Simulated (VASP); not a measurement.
KMgF3:

```
K Mg F
1.0
     3.98590    0.00000    0.00000
     0.00000    3.98590    0.00000
     0.00000    0.00000    3.98590
K Mg F
1 1 3
Direct
  0.50000 0.50000 0.50000
  0.00000 0.00000 0.00000
  0.50000 0.00000 0.00000
  0.00000 0.50000 0.00000
  0.00000 0.00000 0.50000
```

```yaml
Program: VASP 6.6.1
Task: relaxation of cell and atoms
Functional: PBE
Potentials_or_basis: VASP PAW PBE potentials, release 64 (K_sv, Mg, F)
Cutoff: 600 eV
k_mesh: 6 × 6 × 6
Occupations: gaussian, width 0.01 eV
Spin: no spin polarisation
```

At the start: pressure 3.2 GPa; volume 12.67 Å³/atom.

Task: Where does the relaxation end?

Result: Over 3 steps the energy falls by 5.5 meV/atom and the volume is 13.24 Å³/atom (+4.5 %); space group Pm-3m (No. 221, to 0.1 Å) before and after.

Step by step:
```
step  energy change (eV)  largest force (eV/Å)  pressure (GPa)  volume (Å³)
   1              0.0000                0.0000            3.25        63.33
   2             -0.0269                0.0000            0.47        65.71
   3             -0.0276                0.0000           -0.02        66.18
```

Final structure:
```yaml
crystal:
  lattice:
    - [4.04498, 0.00000, 0.00000]
    - [0.00000, 4.04498, 0.00000]
    - [0.00000, 0.00000, 4.04498]
  atoms:
    - { symbol: K, position: [0.50000, 0.50000, 0.50000] }
    - { symbol: Mg, position: [0.00000, 0.00000, 0.00000] }
    - { symbol: F, position: [0.50000, 0.00000, 0.00000] }
    - { symbol: F, position: [0.00000, 0.50000, 0.00000] }
    - { symbol: F, position: [0.00000, 0.00000, 0.50000] }
```
